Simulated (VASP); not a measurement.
# Ag in VASP: notebook, part 2 of 2

VASP 6.6.1. Earlier steps stand in the parts before.

**3. Relaxation of cell and atoms, PBEsol, target pressure 30 GPa, at which the enthalpy is minimised**

File INCAR:

```
  PREC = Accurate
  ENCUT = 600
  EDIFF = 1E-6
  ISMEAR = -1
  SIGMA = 0.05
  LREAL = False
  LASPH = True
  NELM = 80
  ALGO = Normal
  ISIF = 3
  LWAVE = False
  LCHARG = False
  GGA = PS
  IBRION = 2
  NSW = 80
  EDIFFG = -0.02
  PSTRESS = 300.0
```

File KPOINTS:

```
regular mesh
0
Gamma
  10 10 6
```

File POSCAR:

```
Ag
1.0
    2.9300000000      0.0000000000      0.0000000000
   -1.4650000000      2.5374544331      0.0000000000
    0.0000000000      0.0000000000      4.7900000000
Ag
2
Direct
    0.6666666667      0.3333333333      0.7500000000
    0.3333333333      0.6666666667      0.2500000000
```

Potentials or basis: VASP PAW PBE potentials, release 64 (Ag).

Command:

```console
$ cat potpaw_PBE.64/Ag/POTCAR > POTCAR
$ mpirun -np 1 vasp_std > vasp.out
```

OUTCAR:

```text
PREC = Accurate
   ENCUT = 600
   EDIFF = 1E-6
   ISMEAR = -1
   LREAL = False
   LASPH = True
   NELM = 80
   ISIF = 3
   GGA = PS
   IBRION = 2
   NSW = 80
   EDIFFG = -0.02
   PSTRESS = 300.0

 ion  position               nearest neighbor table
   1  0.667  0.333  0.750-   2 2.93   2 2.93   2 2.93   2 2.93   2 2.93   2 2.93
   2  0.333  0.667  0.250-   1 2.93   1 2.93   1 2.93   1 2.93   1 2.93   1 2.93

  LATTYP: Found a hexagonal cell.
 ALAT       =     2.9300000000
 C/A-ratio  =     1.6348122867

  Lattice vectors:

 A1 = (   2.9300000000,   0.0000000000,   0.0000000000)
 A2 = (  -1.4650000000,   2.5374544331,   0.0000000000)
 A3 = (   0.0000000000,   0.0000000000,   4.7900000000)

Analysis of symmetry for initial positions (statically):
=====================================================================
 Subroutine PRICEL returns:
 Original cell was already a primitive cell.

 Routine SETGRP: Setting up the symmetry group for a
 hexagonal supercell.

 Subroutine GETGRP returns: Found 24 space group operations
 (whereof 12 operations were pure point group operations)
 out of a pool of 24 trial point group operations.

The static configuration has the point symmetry D_3d.
 The point group associated with its full space group is D_6h.

Analysis of symmetry for dynamics (positions and initial velocities):
[... 165 lines left out ...]
 val. band max:        7.4121553415   @ k =   0.3000   0.0000   0.3333
 cond. band min:       7.6542423384   @ k =   0.3000   0.2000   0.3333
 fundamental gap:      0.2420869969
 Fermi energy:         7.6132101631

 k-point     1 :       0.0000    0.0000    0.0000
  band No.  band energies     occupation
      1       0.1291      2.00000
      2       1.5209      2.00000
      3       3.0228      2.00000
      4       3.1194      2.00000
      5       3.1194      2.00000
      6       3.3408      2.00000
      7       3.3408      2.00000
      8       3.6706      2.00000
      9       3.6706      2.00000
     10       4.6161      2.00000
     11       4.6161      2.00000
     12       7.2964      1.99646
     13      10.9732      0.00000
     14      23.1432      0.00000
[... 524 lines left out ...]
  energy  without entropy=       -6.3258112668  energy(sigma->0) =       -6.32876552

  enthalpy is  TOTEN    =        -0.8720009526 eV   P V=        5.4597188196

[... ionic steps 4 to 7 ...]

--------------------------------------- Ionic step        8  -------------------------------------------

 number of electron      21.9999998 magnetization

------------------------ aborting loop because EDIFF is reached ----------------------------------------
[... 71 lines left out ...]
--------------------------------------- Ionic step       10  -------------------------------------------

 number of electron      21.9999998 magnetization

 Free energy of the ion-electron system (eV)
  ---------------------------------------------------
  ext. energy  EPLUGINS =         0.00000000
  ---------------------------------------------------
  free energy    TOTEN  =        -6.20363574 eV

  energy without entropy =       -6.19760007  energy(sigma->0) =       -6.20061790

 E-fermi :  11.0180     XC(G=0): -13.5402

 val. band max:       10.9964095919   @ k =   0.5000   0.0000   0.1667
 cond. band min:      11.0577096649   @ k =   0.4000   0.1000   0.3333
 fundamental gap:      0.0613000730
 Fermi energy:        11.0180479158

 k-point     1 :       0.0000    0.0000    0.0000
  band No.  band energies     occupation
      1       1.7677      2.00000
      2       3.3492      2.00000
      3       5.5343      2.00000
      4       5.6335      2.00000
      5       5.6335      2.00000
      6       5.9789      2.00000
      7       5.9789      2.00000
      8       6.4346      2.00000
      9       6.4346      2.00000
     10       7.8575      2.00000
     11       7.8575      2.00000
     12      10.1046      2.00000
     13      15.8523      0.00000
     14      27.0268      0.00000
[... 448 lines left out ...]
  energy  without entropy=       -6.1976000670  energy(sigma->0) =       -6.20061790

  enthalpy is  TOTEN    =        -0.8887668467 eV   P V=        5.3148688960

 reached required accuracy - stopping structural energy minimisation
```

OSZICAR:

```text
N       E                     dE             d eps       ncg     rms          rms(c)
DAV:   1     0.128553698775E+03    0.12855E+03   -0.12833E+04  1680   0.162E+03
DAV:   2    -0.569272356292E+01   -0.13425E+03   -0.12903E+03  1743   0.310E+02
DAV:   3    -0.720387449302E+01   -0.15112E+01   -0.15078E+01  2086   0.391E+01
[... 76 lines left out ...]
DAV:   1    -0.620538924514E+01    0.11467E-01   -0.26837E-02  1694   0.198E+00    0.265E-01
DAV:   2    -0.620369889792E+01    0.16903E-02   -0.42003E-03  1687   0.788E-01    0.920E-02
DAV:   3    -0.620364273280E+01    0.56165E-04   -0.10608E-04  1967   0.116E-01    0.585E-02
DAV:   4    -0.620363600900E+01    0.67238E-05   -0.18182E-05  1820   0.384E-02    0.487E-03
DAV:   5    -0.620363574273E+01    0.26628E-06   -0.34439E-07  1197   0.667E-03
  10 F= -.88876685E+00 E0= -.88574901E+00  d E =-.381677E-03
```

CONTCAR:

```text
Ag
   1.00000000000000
     2.7214598563347554   -0.0000000000000000   -0.0000000000000000
    -1.3607299281673777    2.3568533709800992   -0.0000000000000000
    -0.0000000000000000   -0.0000000000000000    4.4253475786079672
  Ag
     2
Direct
     0.6666666667000030    0.3333333332999970    0.7500000000000000
     0.3333333332999970    0.6666666667000030    0.2500000000000000

  0.00000000E+00  0.00000000E+00  0.00000000E+00
  0.00000000E+00  0.00000000E+00  0.00000000E+00
```

It took 87 s on 1 thread of AMD EPYC 9R45 (Zen 5), shared host; peak memory 0.16 GiB.

What came out:

```
Free energy                                            : -6.2036 eV
Relaxed volume                                         : 14.19 Å³/atom
Relaxed cell                                           : a = 2.721 Å, b = 2.721 Å, c = 4.425 Å, α = 90.00°, β = 90.00°, γ = 120.00°
Space group after relaxing (to 0.05 Å)                 : P6_3/mmc (No. 194)
Energy change on relaxing (the enthalpy is what falls) : +173.7 meV/atom
Ionic steps                                            : 10
Pressure after relaxing                                : 30.0 GPa
Band gap on the k mesh                                 : zero (band 11 reaches 14.67 eV, above the bottom of band 12 at 7.43 eV)
```

The path:
```csv
step,energy change (eV),largest force (eV/Å),pressure (GPa),volume (Å³)
1,0.0000,0.0000,-6.28,35.61
2,8.5243,0.0000,343.57,18.61
3,0.2193,0.0000,23.27,29.16
4,0.2805,0.0000,26.59,28.76
5,0.3481,0.0000,30.09,28.38
6,0.3235,0.0000,28.88,28.52
7,0.3249,0.0000,28.93,28.51
8,0.3255,0.0000,28.93,28.50
9,0.3341,0.0000,29.36,28.46
10,0.3474,0.0000,30.02,28.38
```

Final structure:
```cif
data_structure
_symmetry_space_group_name_H-M 'P 1'
_symmetry_Int_Tables_number 1
_cell_length_a 2.7215
_cell_length_b 2.7215
_cell_length_c 4.4253
_cell_angle_alpha 90.000
_cell_angle_beta 90.000
_cell_angle_gamma 120.000
_cell_volume 28.38
loop_
_atom_site_label
_atom_site_type_symbol
_atom_site_fract_x
_atom_site_fract_y
_atom_site_fract_z
_atom_site_occupancy
Ag1 Ag 0.66667 0.33333 0.75000 1
Ag2 Ag 0.33333 0.66667 0.25000 1
```

Levels at points of the mesh, in eV from the Fermi level:
```
           k point  band 9  band 10  band 11  band 12  band 13  band 14
(0.00, 0.00, 0.00)   -4.58    -3.16    -3.16    -0.91     4.83    16.01
(0.50, 0.00, 0.00)   -2.87    -2.78     0.13     2.07     7.85     8.07
(0.00, 0.00, 0.50)   -3.59    -3.59    -3.59    -3.59    12.71    12.71
(0.50, 0.00, 0.50)   -2.85    -2.85     0.54     0.54     5.81     5.81
```

Caveat: the cell is relaxed towards a set pressure, so the enthalpy falls and the energy may rise; the volume moved by over 15 % at a fixed basis, so the end points are rough; the PAW data sets were made with another functional, which shifts forces and pressure a little.

**4. Single point, PBE (atoms moved at random)**

File INCAR:

```
PREC = Accurate
ENCUT = 520
EDIFF = 1E-6
ISMEAR = -1
SIGMA = 0.05
LREAL = False
LASPH = True
NELM = 60
ALGO = Fast
ISIF = 2
LWAVE = False
LCHARG = False
GGA = PE
NBANDS = 18
```

File KPOINTS:

```
Automatic mesh
0
Gamma
  10 10 6
```

File POSCAR:

```
Ag
1.0
    2.9300000000      0.0000000000      0.0000000000
   -1.4650000000      2.5374544331      0.0000000000
    0.0000000000      0.0000000000      4.7900000000
Ag
2
Direct
    0.6848270000      0.3500780000      0.7468890000
    0.3379130000      0.6726650000      0.2505680000
```

Command:

```console
$ cat potpaw_PBE.64/Ag/POTCAR > POTCAR
$ mpirun -np 1 vasp_std > vasp.out
```

Run time: 79 s. Hardware: 1 thread of AMD EPYC 9R45 (Zen 5), shared host; peak memory 0.25 GiB.

The run converged. Its results:

```yaml
Free_energy: -5.4197 eV
Pressure: 0.6 GPa
Largest_force: 0.096 eV/Å
Band_gap_on_the_k_mesh: zero (band 11 reaches 10.88 eV, above the bottom of band 12 at 4.49 eV)
```

Forces in eV/Å, atoms in the order of the input:
```
Ag  -0.022 -0.023  0.090
Ag   0.022  0.023 -0.090
```

Stress tensor (GPa, compression positive):
```
 0.92  0.15 -0.02
 0.15  0.60 -0.02
-0.02 -0.02  0.15
```

Levels at points of the mesh, in eV from the Fermi level:
```csv
k point,band 8,band 9,band 10,band 11,band 12,band 13,band 14,band 15
"(0.00, 0.00, 0.00)",-4.05,-3.97,-3.11,-3.04,-0.28,3.36,15.54,17.40
"(0.50, 0.00, 0.00)",-2.96,-2.91,-2.81,0.19,1.41,6.79,7.11,8.91
"(0.00, 0.50, 0.00)",-2.94,-2.90,-2.83,0.09,1.50,6.62,6.88,9.10
"(0.50, 0.50, 0.00)",-2.95,-2.90,-2.82,0.12,1.47,6.68,6.95,9.04
"(0.00, 0.00, 0.50)",-4.38,-3.39,-3.37,-3.36,-3.34,10.71,10.91,15.87
"(0.50, 0.00, 0.50)",-3.07,-2.88,-2.87,0.77,0.79,4.39,4.42,13.25
"(0.00, 0.50, 0.50)",-3.14,-2.87,-2.86,0.85,0.87,4.30,4.33,13.25
"(0.50, 0.50, 0.50)",-3.12,-2.87,-2.87,0.82,0.84,4.33,4.36,13.24
```

Caveat: the cell differs from its parent crystal (atoms moved at random).

**5. The runs side by side**

| task | level | cell | cutoff (eV) | gap on the mesh (eV) | pressure (GPa) |
| --- | --- | --- | --- | --- | --- |
| relaxation of cell and atoms | PBEsol | relaxed to 20 GPa | 600 | none | 20.0 |
| relaxation of cell and atoms | PBEsol | relaxed to 30 GPa | 600 | none | 30.0 |
| single point | PBE | as given | 520 | none | 0.6 |

Alike in all rows: potentials or basis VASP PAW PBE potentials, release 64 (Ag); no spin polarisation; k mesh 10 × 10 × 6; smearing fermi-dirac 0.05 eV.

Caveats: the cell is relaxed towards a set pressure, so the enthalpy falls and the energy may rise (some runs); the volume moved by over 15 % at a fixed basis, so the end points are rough (some runs); the PAW data sets were made with another functional, which shifts forces and pressure a little (some runs).

Total energies depend on the potentials used, so only differences within one code and one set of settings carry meaning.
